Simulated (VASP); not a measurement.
# Nb (Im-3m) in VASP: notebook

The runs below take Nb through single point, with LDA.

All numbers are computed with VASP 6.6.1; they aren't measurements. Logs are shortened: lines on timing, memory, paths and dates and some standing lists are left out, and cuts for length are marked.

**1. The cell of the first run**

It takes space group Im-3m (No. 229, cubic). The conventional cell has a = 3.239 Å, b = 3.239 Å, c = 3.239 Å, α = 90.00°, β = 90.00°, γ = 90.00°. Nb (site symmetry m-3m) has 14 Nb at 2.81 to 3.24 Å within 3.7 Å.

**2. Single point, LDA**

Contents of INCAR:

```
ALGO = Normal
EDIFF = 1E-6
ENCUT = 520
ISIF = 2
ISMEAR = -1
LASPH = T
LCHARG = F
LREAL = F
LWAVE = F
NBANDS = 12
NELM = 60
PREC = Accurate
SIGMA = 0.05
```

Contents of KPOINTS:

```
k-points
0
Gamma
  17 17 17
```

Contents of POSCAR:

```
Nb
1.0
   -1.6197417552      1.6197417552      1.6197417552
    1.6197417552     -1.6197417552      1.6197417552
    1.6197417552      1.6197417552     -1.6197417552
Nb
1
Direct
    0.0000000000      0.0000000000      0.0000000000
```

Potentials or basis: VASP PAW LDA potentials, release 64 (Nb_sv).

The run is started by

```sh
$ cat potpaw_LDA.64/Nb_sv/POTCAR > POTCAR
$ mpirun -np 1 vasp_std > vasp.out
```

OUTCAR:

```text
EDIFF = 1E-6
   ENCUT = 520
   ISIF = 2
   ISMEAR = -1
   LASPH = T
   LREAL = F
   NELM = 60
   PREC = Accurate

 ion  position               nearest neighbor table
   1  0.000  0.000  0.000-

  LATTYP: Found a body centered cubic cell.
 ALAT       =     3.2394835104

  Lattice vectors:

 A1 = (  -1.6197417552,   1.6197417552,   1.6197417552)
 A2 = (   1.6197417552,  -1.6197417552,   1.6197417552)
 A3 = (   1.6197417552,   1.6197417552,  -1.6197417552)

Analysis of symmetry for initial positions (statically):
=====================================================================
 Subroutine PRICEL returns:
 Original cell was already a primitive cell.

 Routine SETGRP: Setting up the symmetry group for a
 body centered cubic supercell.

 Subroutine GETGRP returns: Found 48 space group operations
 (whereof 48 operations were pure point group operations)
 out of a pool of 48 trial point group operations.

The static configuration has the point symmetry O_h .

Analysis of symmetry for dynamics (positions and initial velocities):
=====================================================================
 Subroutine PRICEL returns:
 Original cell was already a primitive cell.

 Routine SETGRP: Setting up the symmetry group for a
 body centered cubic supercell.

 Subroutine GETGRP returns: Found 48 space group operations
 (whereof 48 operations were pure point group operations)
 out of a pool of 48 trial point group operations.

The dynamic configuration has the point symmetry O_h .

 Subroutine INISYM returns: Found 48 space group operations
 (whereof 48 operations are pure point group operations),
 and found     1 'primitive' translations

----------------------------------------------------------------------------------------

                                     Primitive cell

  volume of cell :      16.9980

  direct lattice vectors                    reciprocal lattice vectors
    -1.619741755  1.619741755  1.619741755     0.000000000  0.308691184  0.308691184
     1.619741755 -1.619741755  1.619741755     0.308691184  0.000000000  0.308691184
     1.619741755  1.619741755 -1.619741755     0.308691184  0.308691184  0.000000000

  length of vectors
     2.805475015  2.805475015  2.805475015     0.436555259  0.436555259  0.436555259

  position of ions in fractional coordinates (direct lattice)
     0.000000000  0.000000000  0.000000000

  ion indices of the primitive-cell ions
   primitive index   ion index
                 1           1

----------------------------------------------------------------------------------------

 KPOINTS: k-points

Automatic generation of k-mesh.
 Grid dimensions read from file:
 generate k-points for:   17   17   17

 Generating k-lattice:

  Cartesian coordinates                     Fractional coordinates (reciprocal lattice)
     0.000000000  0.018158305  0.018158305     0.058823529  0.000000000  0.000000000
     0.018158305  0.000000000  0.018158305     0.000000000  0.058823529  0.000000000
     0.018158305  0.018158305  0.000000000     0.000000000  0.000000000  0.058823529

  Length of vectors
     0.025679721  0.025679721  0.025679721

  Shift w.r.t. Gamma in fractional coordinates (k-lattice)
     0.000000000  0.000000000  0.000000000

 Subroutine IBZKPT returns following result:
 ===========================================

 Found    165 irreducible k-points:

 Following reciprocal coordinates:
            Coordinates               Weight
  0.000000  0.000000  0.000000      1.000000
  0.058824  0.000000  0.000000     12.000000
  0.117647  0.000000  0.000000     12.000000
  0.176471  0.000000  0.000000     12.000000
  0.235294  0.000000  0.000000     12.000000
  0.294118  0.000000  0.000000     12.000000
[... 16 lines left out ...]
  0.411765  0.117647 -0.000000     48.000000
  0.176471  0.176471  0.000000     24.000000
 [... further k-points ...]
   k-points           NKPTS =    165   k-points in BZ     NKDIM =    165   number of bands    NBANDS=     12
   number of dos      NEDOS =    301   number of ions     NIONS =      1
   total plane-waves  NPLWV =  13824
   dimension x,y,z NGX =    24 NGY =   24 NGZ =   24
   dimension x,y,z NGXF=    48 NGYF=   48 NGZF=   48
   ions per type =               1
   NGX,Y,Z   is equivalent  to a cutoff of  14.22, 14.22, 14.22 a.u.
   NGXF,Y,Z  is equivalent  to a cutoff of  28.44, 28.44, 28.44 a.u.
 SYSTEM =  unknown system
   PREC   = accura    normal or accurate (medium, high low for compatibility)
   ISTART =      0    job   : 0-new  1-cont  2-samecut
   ICHARG =      2    charge: 1-file 2-atom 10-const
   ISPIN  =      1    spin polarized calculation?
   LNONCOLLINEAR =      F non collinear calculations
   LSORBIT =      F    spin-orbit coupling
   LASPH  =      T    aspherical Exc in radial PAW
   ENCUT  =  520.0 eV  38.22 Ry    6.18 a.u.   5.22  5.22  5.22*2*pi/ulx,y,z
   NELM   =     60;   NELMIN=  2; NELMDL= -5     # of ELM steps
   EDIFF  = 0.1E-05   stopping-criterion for ELM
   LREAL  =      F    real-space projection
   EDIFFG = 0.1E-04   stopping-criterion for IOM
   NSW    =      0    number of steps for IOM
   IBRION =     -1    ionic relax: 0-MD 1-quasi-New 2-CG
   NFREE  =      0    steps in history (QN), initial steepest desc. (CG)
   ISIF   =      2    stress and relaxation
   ISYM   =      2    0-nonsym 1-usesym 2-fastsym
   POTIM  = 0.5000    time-step for ionic-motion
   TEBEG  =    0.0;   TEEND  =   0.0 temperature during run
   PSTRESS=    0.0 pullay stress
   NELECT =      13.0000    total number of electrons
   NUPDOWN=      -1.0000    fix difference up-down
   EMIN   =  10.00;   EMAX   =-10.00  energy-range for DOS
   EFERMI =   0.00;   METHOD = LEGACY
   ISMEAR =    -1;   SIGMA  =   0.05  broadening in eV -4-tet -1-fermi 0-gaus
   EFERMI_NEDOS =   21; number of points for ismear=-14 and -15
   IALGO  =     38    algorithm
   IMIX   =      4    mixing-type and parameters
     AMIX     =   0.40;   BMIX     =  1.00
     AMIX_MAG =   1.60;   BMIX_MAG =  1.00
  volume/ion in A,a.u.               =      17.00       114.71
  Fermi-wavevector in a.u.,A,eV,Ry     =   1.497121  2.829148 30.495699  2.241371
  Thomas-Fermi vector in A             =   2.609049
   LORBIT       =      0    0 simple, 1 ext, 2 COOP (PROOUT), +10 PAW based schemes
   GGA     = CA    functional components
   LHFCALC =     F    Hartree Fock is set to
   AEXX    =    0.0000 exact exchange contribution
   IVDW    =     0    specifies the selected vdW correction
   LEPSILON=     F    determine dielectric tensor
   LRPA    =     F    only Hartree local field effects (RPA)
 non-spin polarized calculation
  energy-cutoff  :      520.00
  volume of cell :       17.00
 maximum number of plane-waves:       472
 NGX is ok and might be reduce to    24
   NGX = 11   NGY = 11   NGZ = 11

 number of electron      13.0000000 magnetization

 Free energy of the ion-electron system (eV)
  ---------------------------------------------------
  ext. energy  EPLUGINS =         0.00000000
  ---------------------------------------------------
  free energy    TOTEN  =       -11.26308941 eV

  energy without entropy =      -11.25172343  energy(sigma->0) =      -11.25740642

 E-fermi :  11.8249     XC(G=0): -13.0149

 val. band max:       11.8166943060   @ k =   0.1176   0.0588   0.0000
 cond. band min:      11.8313081473   @ k =  -0.2353   0.3529   0.1176
 fundamental gap:      0.0146138413
 Fermi energy:        11.8248938760

 k-point     1 :       0.0000    0.0000    0.0000
  band No.  band energies     occupation
      1     -42.1777      2.00000
      2     -17.4877      2.00000
      3     -17.4877      2.00000
      4     -17.4877      2.00000
      5       5.8043      2.00000
      6      12.1437      0.00340
      7      12.1437      0.00340
      8      12.1437      0.00340
      9      15.2438      0.00000
     10      15.2438      0.00000
     11      26.2158      0.00000
     12      26.2158      0.00000

 k-point     2 :       0.0588    0.0000    0.0000
  band No.  band energies     occupation
      1     -42.1673      2.00000
      2     -17.5484      2.00000
      3     -17.5058      2.00000
      4     -17.4883      2.00000
      5       5.9586      2.00000
      6      12.0470      0.02325
      7      12.1219      0.00525
      8      12.2922      0.00017
      9      15.0898      0.00000
     10      15.2431      0.00000
     11      26.3479      0.00000
     12      26.4820      0.00000

 k-point     3 :       0.1176    0.0000    0.0000
  band No.  band energies     occupation
      1     -42.1374      2.00000
      2     -17.7199      2.00000
      3     -17.5575      2.00000
      4     -17.4900      2.00000
      5       6.3951      2.00000
      6      11.7832      1.39430
      7      12.0269      0.03461
      8      12.7310      0.00000
      9      14.7793      0.00000
     10      15.2501      0.00000
     11      26.6710      0.00000
     12      27.2494      0.00000

 k-point     4 :       0.1765    0.0000    0.0000
  band No.  band energies     occupation
      1     -42.0918      2.00000
      2     -17.9736      2.00000
      3     -17.6349      2.00000
      4     -17.4927      2.00000
      5       7.0259      2.00000
      6      11.4148      1.99945
      7      11.8340      0.90966
      8      13.4412      0.00000
      9      14.5933      0.00000
     10      15.2868      0.00000
     11      26.9238      0.00000
     12      28.4501      0.00000

 k-point     5 :       0.2353    0.0000    0.0000
  band No.  band energies     occupation
      1     -42.0362      2.00000
      2     -18.2703      2.00000
      3     -17.7267      2.00000
      4     -17.4959      2.00000
      5       7.6689      2.00000
      6      11.0117      2.00000
      7      11.6962      1.85835
      8      14.3887      0.00000
      9      14.6530      0.00000
     10      15.3746      0.00000
     11      26.6875      0.00000
     12      28.6408      0.00000

 k-point     6 :       0.2941    0.0000    0.0000
  band No.  band energies     occupation
      1     -41.9780      2.00000
      2     -18.5679      2.00000
      3     -17.8202      2.00000
      4     -17.4994      2.00000
      5       8.0533      2.00000
      6      10.6319      2.00000
      7      11.9412      0.17805
      8      14.8860      0.00000
      9      15.5181      0.00000
     10      15.5215      0.00000
     11      25.9006      0.00000
     12      27.8153      0.00000

 k-point     7 :       0.3529    0.0000    0.0000
  band No.  band energies     occupation
      1     -41.9252      2.00000
      2     -18.8281      2.00000
      3     -17.9030      2.00000
      4     -17.5025      2.00000
      5       8.0837      2.00000
      6      10.3167      2.00000
      7      12.6745      0.00000
      8      15.1626      0.00000
      9      15.7122      0.00000
     10      16.7351      0.00000
     11      24.9503      0.00000
     12      26.6126      0.00000

 k-point     8 :       0.4118    0.0000    0.0000
  band No.  band energies     occupation
      1     -41.8850      2.00000
      2     -19.0197      2.00000
      3     -17.9645      2.00000
      4     -17.5049      2.00000
      5       7.9580      2.00000
      6      10.0935      2.00000
      7      13.6098      0.00000
      8      15.3463      0.00000
      9      15.9029      0.00000
     10      17.8659      0.00000
     11      24.1582      0.00000
     12      25.5225      0.00000
[... 166 lines left out ...]
 k-point    20 :       0.2353    0.1176    0.0000
  band No.  band energies     occupation
      1     -41.9602      2.00000
      2     -18.5946      2.00000
      3     -17.8497      2.00000
      4     -17.5715      2.00000
      5       8.4677      2.00000
      6      10.6546      2.00000
      7      11.4028      1.99957
      8      14.5038      0.00000
      9      15.8663      0.00000
     10      16.2523      0.00000
     11      26.2932      0.00000
     12      27.8076      0.00000

 k-point    21 :       0.2941    0.1176    0.0000
  band No.  band energies     occupation
      1     -41.9108      2.00000
      2     -18.8103      2.00000
      3     -17.9531      2.00000
      4     -17.5780      2.00000
      5       8.5126      2.00000
      6      10.3798      2.00000
      7      11.9875      0.07447
      8      14.8245      0.00000
      9      16.0263      0.00000
     10      17.5147      0.00000
     11      25.3420      0.00000
     12      26.7011      0.00000

 k-point    22 :       0.3529    0.1176   -0.0000
  band No.  band energies     occupation
      1     -41.8734      2.00000
      2     -18.9691      2.00000
      3     -18.0313      2.00000
      4     -17.5824      2.00000
      5       8.3806      2.00000
      6      10.1935      2.00000
      7      12.7301      0.00000
      8      15.0882      0.00000
      9      16.2203      0.00000
     10      18.6767      0.00000
     11      24.6265      0.00000
     12      25.4800      0.00000

 k-point    23 :       0.4118    0.1176   -0.0000
  band No.  band energies     occupation
      1     -41.8531      2.00000
      2     -19.0532      2.00000
      3     -18.0732      2.00000
      4     -17.5847      2.00000
      5       8.2756      2.00000
      6      10.0986      2.00000
      7      13.2512      0.00000
      8      15.1449      0.00000
      9      16.4533      0.00000
     10      19.4279      0.00000
     11      24.1775      0.00000
     12      24.7249      0.00000

 k-point    24 :       0.1765    0.1765    0.0000
  band No.  band energies     occupation
      1     -41.9651      2.00000
      2     -18.5487      2.00000
      3     -17.8389      2.00000
      4     -17.5993      2.00000
      5       8.6144      2.00000
      6      10.7385      2.00000
      7      11.0928      2.00000
      8      14.3358      0.00000
      9      15.9007      0.00000
     10      16.2671      0.00000
     11      26.7580      0.00000
     12      27.9726      0.00000

 [... further k-points ...]
[... 5 lines left out ...]
  --------------------------------------------------------------------------------------
  -------------------------------------------------------------------------------------
  Total        0.1008336      0.1008336      0.1008336      0.0000000     -0.0000000      0.0000000
  in kB        9.5042680      9.5042680      9.5042680      0.0000000     -0.0000000      0.0000000
  external PRESSURE =       9.5042680 kB  Pullay stress =       0.0000000 kB

 VOLUME and BASIS-vectors are now :
 -----------------------------------------------------------------------------
  energy-cutoff  :      520.00
  volume of cell :       17.00
      direct lattice vectors                 reciprocal lattice vectors
    -1.619741755  1.619741755  1.619741755     0.000000000  0.308691184  0.308691184
     1.619741755 -1.619741755  1.619741755     0.308691184  0.000000000  0.308691184
     1.619741755  1.619741755 -1.619741755     0.308691184  0.308691184  0.000000000

 POSITION                                       TOTAL-FORCE (eV/Angst)
 -----------------------------------------------------------------------------------
      0.00000      0.00000      0.00000        -0.000000      0.000000     -0.000000
 -----------------------------------------------------------------------------------
    total drift:                                0.000000      0.000000      0.000000

  FREE ENERGIE OF THE ION-ELECTRON SYSTEM (eV)
  ---------------------------------------------------
  free  energy   TOTEN  =       -11.2630894054 eV

  energy  without entropy=      -11.2517234310  energy(sigma->0) =      -11.25740642
```

Wall time 38 s (1 thread of Intel Xeon 8259CL, shared host); peak memory 0.15 GiB.

Results:

* Free energy: -11.2631 eV
* Pressure: 1.0 GPa
* Band gap on the k mesh: zero (an odd number of electrons rules out a gap without spin polarisation)

[end of part 1 of 2]
